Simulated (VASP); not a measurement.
Write the native input for VASP 6.6.1 that does the following.

- Task: single point
- Functional: HSE06
- Potentials or basis: VASP PAW PBE potentials, release 64 (Sr_sv, O)
- Cutoff: 520 eV
- k mesh: 6 × 6 × 6
- Occupations: gaussian, width 0.01 eV
- Spin: no spin polarisation
- Dipole correction: no
- Grid for exact exchange (PRECFOCK): Normal
- Further INCAR settings: ALGO = Normal; EDIFF = 1e-06; NBANDS = 15
- Share of exact exchange: 0.25
- Screening parameter: 0.2079 1/Å

Crystal: SrO.

```
Sr O
1.0
     0.08600    2.66589    2.66589
     2.66589    0.08600    2.66589
     2.66589    2.66589    0.08600
Sr O
1 1
Direct
  0.00000 0.00000 0.00000
  0.50000 0.50000 0.50000
```

This cell differs from its parent crystal: strain along [111] +5.0%.

The input as run:

POSCAR

```
SrO
1.0
    0.0859964109      2.6658887381      2.6658887381
    2.6658887381      0.0859964109      2.6658887381
    2.6658887381      2.6658887381      0.0859964109
Sr O
1 1
Direct
    0.0000000000      0.0000000000      0.0000000000
    0.5000000000      0.5000000000      0.5000000000
```

INCAR.step1

```
SYSTEM = SrO
  ALGO = Normal
  EDIFF = 1E-5
  ENCUT = 520
  GGA = PE
  ISIF = 2
  ISMEAR = 0
  LASPH = .True.
  LREAL = .False.
  LWAVE = .True.
  NBANDS = 15
  NELM = 100
  PREC = Accurate
  SIGMA = 0.01
```

INCAR.step2

```
SYSTEM = SrO
  ALGO = Normal
  EDIFF = 1E-6
  ENCUT = 520
  GGA = PE
  HFSCREEN = 0.2079
  ISIF = 2
  ISMEAR = 0
  ISTART = 1
  LASPH = .True.
  LCHARG = .True.
  LELF = .True.
  LHFCALC = .True.
  LREAL = .False.
  LVHAR = .True.
  LWAVE = .False.
  NBANDS = 15
  NELM = 100
  PREC = Accurate
  PRECFOCK = Normal
  SIGMA = 0.01
```

KPOINTS

```
k-points
0
Gamma
  6 6 6
  0 0 0
```

Potentials or basis: VASP PAW PBE potentials, release 64 (Sr_sv, O).

Launch:

```bash
$ cat potpaw_PBE.64/Sr_sv/POTCAR potpaw_PBE.64/O/POTCAR > POTCAR
$ cp INCAR.step1 INCAR
$ mpirun -np 1 vasp_std > vasp.out
$ cp INCAR.step2 INCAR
$ mpirun -np 1 vasp_std > vasp.out
```

It gave:

```yaml
Pressure: -4.0 GPa
Band_gap_on_the_k_mesh: 4.69 eV (least direct gap 4.83 eV)
```

Caveat: the cell differs from its parent crystal (strain along [111] +5.0%); the cell stands under tension; the PAW data sets were made with another functional, which shifts forces and pressure a little.

It took 79 min on 1 thread of Oxide Virtual Turin-like Processor (shared host), peak memory 0.25 GiB.
